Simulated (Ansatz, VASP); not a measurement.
## Two plane-wave programs on HfSiO4

```
Hf Si O
1.0
    -3.32244    3.32244    3.00769
     3.32244   -3.32244    3.00769
     3.32244    3.32244   -3.00769
Hf Si O
2 2 8
Direct
  0.75000 0.25000 0.50000
  0.00000 0.00000 0.00000
  0.25000 0.75000 0.50000
  0.50000 0.50000 0.00000
  0.13471 0.31891 0.81579
  0.06891 0.75312 0.68421
  0.50312 0.31891 0.18421
  0.06891 0.38471 0.31579
  0.61529 0.93109 0.68421
  0.68109 0.86529 0.18421
  0.24688 0.93109 0.31579
  0.68109 0.49688 0.81579
```

Alike in both runs: functional PBE; k mesh 6 × 6 × 6; occupations gaussian, width 0.02 eV; no spin polarisation.

Ansatz relaxed the structure, and its values are those at the end. VASP's run is a single point on that final structure, the one shown.

```csv
,VASP,Ansatz
version,VASP 6.6.1,Ansatz 0.2.0
potentials or method,"VASP PAW PBE potentials, release 64 (Hf_pv, Si, O)","scalar-relativistic, plane waves"
plane-wave cutoff (eV),600,1240
valence electrons in the cell,76,108
```

Ansatz gave:

```
gap on the k mesh at the Fermi level (eV) : 5.33
least direct gap on the mesh (eV)         : 5.65
pressure (GPa)                            : 0.0
rms of the force components (eV/Å)        : 0.000
```

**Question.** Which values does VASP return?

**Answer.** gap on the k mesh at the Fermi level (eV): 5.27; least direct gap on the mesh (eV): 5.60; pressure (GPa): -1.9; rms of the force components (eV/Å): 0.082.

The functional is the same, so the differences come from potentials, cutoffs and numerics. VASP's potentials hold 76 valence electrons a cell and Ansatz's 108, so a difference there can come from the potentials and not from the codes.

Neither program's run includes spin-orbit coupling.
